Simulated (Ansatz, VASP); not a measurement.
# Si3Ge: VASP beside Ansatz

```
Si Ge
1.0
     1.33393    0.77014   10.70809
    -1.33393    0.77014   10.70809
     0.00000   -1.54029   10.70809
Si Ge
3 1
Direct
  0.00000 0.00000 0.00000
  0.25253 0.25253 0.25253
  0.74747 0.74747 0.74747
  0.50000 0.50000 0.50000
```

Alike in both runs: functional PBE; k mesh 6 × 6 × 6; occupations gaussian, width 0.1 eV; no spin polarisation.

Ansatz relaxed the structure, and its values are those at the end. VASP's run is a single point on that final structure, the one shown.

|  | VASP | Ansatz |
| --- | --- | --- |
| version | VASP 6.6.1 | Ansatz 0.2.0 |
| potentials or method | VASP PAW PBE potentials, release 64 (Si, Ge_d), cutoff 520 eV | scalar-relativistic, plane waves, PAW |
| valence electrons in the cell | 26 | 26 |

|  | VASP | Ansatz | Ansatz less VASP |
| --- | --- | --- | --- |
| gap on the k mesh at the Fermi level (eV) | none | none | - |
| pressure (GPa) | 0.1 | 0.1 | 0.00 |
| rms of the force components (eV/Å) | 0.003 | 0.003 | -0.0005 |

A gap of «none» marks a metal or a gap that the smearing closes.

The k mesh is coarse, so the values compare programs but aren't converged.
